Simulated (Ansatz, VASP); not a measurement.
## Pt: VASP beside Ansatz

```xyz
1
Lattice="0.0000 1.9609 1.9609 1.9609 0.0000 1.9609 1.9609 1.9609 0.0000" Properties=species:S:1:pos:R:3 pbc="T T T"
Pt    0.0000    0.0000    0.0000
```

Alike in both runs: functional PBEsol; k mesh 12 × 12 × 12; occupations fermi-dirac, width 0.05 eV; non-collinear spin, spin-orbit coupling.

|  | VASP | Ansatz |
| --- | --- | --- |
| version | VASP 6.6.1 | Ansatz 0.2.0 |
| potentials or method | VASP PAW PBE potentials, release 64 (Pt) | Ansatz PAW |
| plane-wave cutoff (eV) | 520 | 420 |
| valence electrons in the cell | 10 | 18 |
| task | single point | band structure |

```csv
,VASP,Ansatz,Ansatz less VASP
pressure (GPa),-0.5,-0.4,+0.09
net moment per atom (μB),0.00,0.00,0.000
```

VASP's potentials were made for PBE, not for PBEsol. The functional is the same, so the differences come from potentials, cutoffs and numerics. VASP's potentials hold 10 valence electrons a cell and Ansatz's 18, so a difference there can come from the potentials and not from the codes.
